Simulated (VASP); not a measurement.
# V (P6_3/mmc) in VASP: single point with PBE

Aim: the single point of V with PBE.

Everything below comes from runs of VASP 6.6.1. Logs are shortened: lines on timing, memory, paths and dates and some standing lists are left out, and cuts for length are marked.

### 1 The cell of the first run

Symmetry: P6_3/mmc, No. 194, hexagonal system. The conventional cell has a = 2.610 Å, b = 2.610 Å, c = 4.689 Å, α = 90.00°, β = 90.00°, γ = 120.00°. Within 3.4 Å of V (site symmetry -6m2) lie 12 V at 2.61 to 2.79 Å.

This isn't the form of V at room conditions, which is bcc.

### 2 Single point, PBE, collinear spin

POSCAR

```
V
1.0
    2.6099316004      0.0000000000      0.0000000000
   -1.3049658002      2.2602670681      0.0000000000
    0.0000000000      0.0000000000      4.6887090564
V
2
Direct
    0.3333333333      0.6666666667      0.7500000000
    0.6666666667      0.3333333333      0.2500000000
```

INCAR.step1

```
PREC     = Accurate       # precision mode
ENCUT    = 520            # plane-wave cutoff, eV
EDIFF    = 1E-6           # SCF threshold, eV
ISMEAR   = 0              # smearing method
SIGMA    = 0.05           # smearing width, eV
LREAL    = F              # projectors in reciprocal space
LASPH    = T              # aspherical terms in the spheres
NELM     = 150            # most SCF steps
ALGO     = Fast           # electronic algorithm
ISIF     = 2              # what is computed and relaxed
LWAVE    = F              # write WAVECAR
LCHARG   = T              # write CHGCAR
ISPIN    = 2              # spin polarisation
MAGMOM   = 0.05 0.05      # initial moments
LMAXMIX  = 4              # l up to which the mixer works
GGA      = PE             # functional
NBANDS   = 24             # bands
```

KPOINTS.step1

```
regular mesh
0
Gamma
  18 18 10
```

INCAR.step2

```
PREC     = Accurate       # precision mode
ENCUT    = 520            # plane-wave cutoff, eV
EDIFF    = 1E-6           # SCF threshold, eV
ISMEAR   = -5             # smearing method
SIGMA    = 0.05           # smearing width, eV
LREAL    = F              # projectors in reciprocal space
LASPH    = T              # aspherical terms in the spheres
NELM     = 150            # most SCF steps
ALGO     = Fast           # electronic algorithm
ISIF     = 2              # what is computed and relaxed
LWAVE    = F              # write WAVECAR
LCHARG   = F              # write CHGCAR
ISPIN    = 2              # spin polarisation
MAGMOM   = 0.05 0.05      # initial moments
LORBIT   = 10             # projections on sites
LMAXMIX  = 4              # l up to which the mixer works
GGA      = PE             # functional
NEDOS    = 2001           # points of the DOS
ICHARG   = 11             # starting density
```

KPOINTS.step2

```
regular mesh
0
Gamma
  27 27 15
```

Potentials or basis: VASP PAW PBE potentials, release 64 (V_sv).

Command:

```bash
> cat potpaw_PBE.64/V_sv/POTCAR > POTCAR
> cp INCAR.step1 INCAR
> cp KPOINTS.step1 KPOINTS
> mpirun -np 1 vasp_std > vasp.out
> cp INCAR.step2 INCAR
> cp KPOINTS.step2 KPOINTS
> mpirun -np 1 vasp_std > vasp.out
```

OUTCAR:

```text
PREC = Accurate
   ENCUT = 520
   EDIFF = 1E-6
   ISMEAR = -5
   LREAL = F
   LASPH = T
   NELM = 150
   ISIF = 2
   ISPIN = 2
   LORBIT = 10
   GGA = PE
   ICHARG = 11

 ion  position               nearest neighbor table
   1  0.333  0.667  0.750-   2 2.79   2 2.79   2 2.79   2 2.79   2 2.79   2 2.79
   2  0.667  0.333  0.250-   1 2.79   1 2.79   1 2.79   1 2.79   1 2.79   1 2.79

  LATTYP: Found a hexagonal cell.
 ALAT       =     2.6099316004
 C/A-ratio  =     1.7964873316

  Lattice vectors:

 A1 = (   2.6099316004,   0.0000000000,   0.0000000000)
 A2 = (  -1.3049658002,   2.2602670681,   0.0000000000)
 A3 = (   0.0000000000,   0.0000000000,   4.6887090564)

Analysis of symmetry for initial positions (statically):
=====================================================================
 Subroutine PRICEL returns:
 Original cell was already a primitive cell.

 Routine SETGRP: Setting up the symmetry group for a
 hexagonal supercell.

 Subroutine GETGRP returns: Found 24 space group operations
 (whereof 12 operations were pure point group operations)
 out of a pool of 24 trial point group operations.

The static configuration has the point symmetry D_3d.
 The point group associated with its full space group is D_6h.

Analysis of symmetry for dynamics (positions and initial velocities):
=====================================================================
 Subroutine PRICEL returns:
 Original cell was already a primitive cell.

 Routine SETGRP: Setting up the symmetry group for a
 hexagonal supercell.

 Subroutine GETGRP returns: Found 24 space group operations
 (whereof 12 operations were pure point group operations)
 out of a pool of 24 trial point group operations.

The dynamic configuration has the point symmetry D_3d.
 The point group associated with its full space group is D_6h.

Analysis of structural, dynamic, and magnetic symmetry:
=====================================================================
 Subroutine PRICEL returns:
 Original cell was already a primitive cell.

 Routine SETGRP: Setting up the symmetry group for a
 hexagonal supercell.

 Subroutine GETGRP returns: Found 24 space group operations
 (whereof 12 operations were pure point group operations)
 out of a pool of 24 trial point group operations.

The overall configuration has the point symmetry D_3d.
 The point group associated with its full space group is D_6h.

 Subroutine INISYM returns: Found 24 space group operations
 (whereof 12 operations are pure point group operations),
 and found     1 'primitive' translations
[... 120 lines left out ...]
  Thomas-Fermi vector in A             =   2.700307
   LORBIT       =     10    0 simple, 1 ext, 2 COOP (PROOUT), +10 PAW based schemes
   GGA     = PE    functional components
   LHFCALC =     F    Hartree Fock is set to
   AEXX    =    0.0000 exact exchange contribution
   IVDW    =     0    specifies the selected vdW correction
   LEPSILON=     F    determine dielectric tensor
   LRPA    =     F    only Hartree local field effects (RPA)
 spin polarized calculation
 RMM-DIIS sequential band-by-band and
 Fermi weights with tetrahedron method with Bloechl corrections
  energy-cutoff  :      520.00
  volume of cell :       27.66
 maximum number of plane-waves:       763
 NGX is ok and might be reduce to    20

 number of electron      26.0000013 magnetization       0.0000186

 Free energy of the ion-electron system (eV)
  ---------------------------------------------------
  ext. energy  EPLUGINS =         0.00000000
  ---------------------------------------------------
  free energy    TOTEN  =       -17.47774228 eV

  energy without entropy =      -17.47774228  energy(sigma->0) =      -17.47774228

 E-fermi :   9.7366     XC(G=0): -12.7462

 val. band max:        9.7466754965   @ k =   0.3333   0.0741   0.0667
 cond. band min:       9.7000703350   @ k =   0.2593   0.1481   0.0000
 fundamental gap:     -0.0466051615
 Fermi energy:         9.7366448297

 spin component 1

 k-point     1 :       0.0000    0.0000    0.0000
  band No.  band energies     occupation
      1     -54.2933      1.00000
      2     -54.1806      1.00000
      3     -28.3987      1.00000
      4     -27.7435      1.00000
      5     -27.6344      1.00000
      6     -27.6344      1.00000
[... 459 lines left out ...]
      6     -27.8329      1.00000
[... 9 lines left out ...]
     16      12.4304      0.00000
     17      12.7841      0.00000

 [... further k-points ...]

 spin component 2

 k-point     1 :       0.0000    0.0000    0.0000
  band No.  band energies     occupation
      1     -54.2933      1.00000
      2     -54.1806      1.00000
      3     -28.3987      1.00000
      4     -27.7435      1.00000
      5     -27.6344      1.00000
      6     -27.6344      1.00000
[... 459 lines left out ...]
      6     -27.8329      1.00000
[... 9 lines left out ...]
     16      12.4304      0.00000
     17      12.7293      0.00000

 [... further k-points ...]

------------------------ aborting loop because EDIFF is reached ----------------------------------------

  FORCE on cell =-STRESS in cart. coord.  units (eV):
  Direction    XX          YY          ZZ          XY          YZ          ZX
  --------------------------------------------------------------------------------------
  -------------------------------------------------------------------------------------
  Total        0.0607520      0.0607520     -0.0078552     -0.0000000      0.0000000      0.0000000
  in kB        3.5190785      3.5190785     -0.4550141     -0.0000000      0.0000000      0.0000000
  external PRESSURE =       2.1943809 kB  Pullay stress =       0.0000000 kB

 VOLUME and BASIS-vectors are now :
 -----------------------------------------------------------------------------
  energy-cutoff  :      520.00
  volume of cell :       27.66
      direct lattice vectors                 reciprocal lattice vectors
     2.609931600  0.000000000  0.000000000     0.383151804  0.221212797  0.000000000
    -1.304965800  2.260267068  0.000000000     0.000000000  0.442425594  0.000000000
     0.000000000  0.000000000  4.688709056     0.000000000  0.000000000  0.213278322

 POSITION                                       TOTAL-FORCE (eV/Angst)
 -----------------------------------------------------------------------------------
     -0.00000      1.50684      3.51653        -0.000000     -0.000000      0.000000
      1.30497      0.75342      1.17218         0.000000      0.000000      0.000000
 -----------------------------------------------------------------------------------
    total drift:                               -0.000000      0.000000     -0.000000

  FREE ENERGIE OF THE ION-ELECTRON SYSTEM (eV)
  ---------------------------------------------------
  free  energy   TOTEN  =       -17.4777422842 eV

  energy  without entropy=      -17.4777422842  energy(sigma->0) =      -17.47774228

 total charge

# of ion       s       p       d       tot
------------------------------------------
    1        2.344   6.211   3.074  11.628
    2        2.344   6.211   3.074  11.628
--------------------------------------------------
tot          4.687  12.422   6.147  23.257

 magnetization (x)

# of ion       s       p       d       tot
------------------------------------------
    1        0.000   0.000   0.000   0.000
    2        0.000   0.000   0.000   0.000
--------------------------------------------------
tot          0.000   0.000   0.000   0.000
```

OSZICAR.step1:

```text
N       E                     dE             d eps       ncg     rms          rms(c)
DAV:   1     0.315643261451E+03    0.31564E+03   -0.15465E+04 21408   0.124E+03
DAV:   2    -0.114885469128E+02   -0.32713E+03   -0.31783E+03 21824   0.420E+02
DAV:   3    -0.199911687301E+02   -0.85026E+01   -0.84697E+01 24912   0.804E+01
DAV:   4    -0.200471973436E+02   -0.56029E-01   -0.56026E-01 23680   0.694E+00
DAV:   5    -0.200479851684E+02   -0.78782E-03   -0.78782E-03 25136   0.755E-01    0.247E+01
RMM:   6    -0.175301742171E+02    0.25178E+01   -0.57147E+00 22145   0.200E+01    0.254E+00
RMM:   7    -0.174978398181E+02    0.32334E-01   -0.16521E-01 23181   0.289E+00    0.124E+00
RMM:   8    -0.174807465190E+02    0.17093E-01   -0.15157E-02 24077   0.125E+00    0.332E-01
RMM:   9    -0.174807814682E+02   -0.34949E-04   -0.19622E-03 24620   0.401E-01    0.126E-01
RMM:  10    -0.174807959188E+02   -0.14451E-04   -0.15536E-04 24444   0.130E-01    0.321E-02
RMM:  11    -0.174807931141E+02    0.28046E-05   -0.28198E-05 24205   0.559E-02    0.116E-02
RMM:  12    -0.174807899182E+02    0.31959E-05   -0.38914E-06 21518   0.219E-02    0.516E-03
RMM:  13    -0.174807867966E+02    0.31216E-05   -0.80355E-07 14154   0.101E-02    0.115E-03
RMM:  14    -0.174807867312E+02    0.65369E-07   -0.10754E-07 12207   0.375E-03
   1 F= -.17480787E+02 E0= -.17478525E+02  d E =-.452338E-02  mag=     0.0000
```

Run time: 4.5 min. Hardware: 1 thread of Intel Xeon 6975P-C (Granite Rapids), shared host; peak memory 0.51 GiB.

What came out:

```yaml
Net_moment: 0.00 μB per cell
Valence_electrons_inside_the_program's_atomic_spheres: V 11.63
```
